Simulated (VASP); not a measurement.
BaTiO3:

```
Ba Ti O
1.0
     4.00600    0.00000    0.00000
     0.00000    4.00600    0.00000
     0.00000    0.00000    4.00600
Ba Ti O
1 1 3
Direct
  0.50000 0.50000 0.50000
  0.00000 0.00000 0.00000
  0.50000 0.00000 0.00000
  0.00000 0.50000 0.00000
  0.00000 0.00000 0.50000
```

Base run:

```yaml
Program: VASP 6.6.1
Functional: PBE
Potentials_or_basis: VASP PAW PBE potentials, release 64 (Ba_sv, Ti_sv, O)
Cutoff: 520 eV
k_mesh: 6 × 6 × 6
Occupations: gaussian, width 0.01 eV
Spin: no spin polarisation
Hubbard_terms: Ti d U = 3.0 eV
```

Its results: band gap on the k mesh 2.08 eV (least direct gap 2.26 eV); pressure 5.8 GPa.

Question: The run is repeated on the same cell with these changes: hubbard terms from Ti d U = 3.0 eV to Ti d U = 5.0 eV; further incar settings from ALGO = Normal; EDIFF = 1e-07; NBANDS = 28 to ALGO = Normal; EDIFF = 1e-06; NBANDS = 28. What comes out?

Answer: Band gap on the k mesh 2.34 eV (least direct gap 2.54 eV); pressure 7.4 GPa.

Caveats: the cell stands under pressure; spin-orbit coupling is left out, which moves the levels of the heavy elements.

A k mesh can miss the band edges.
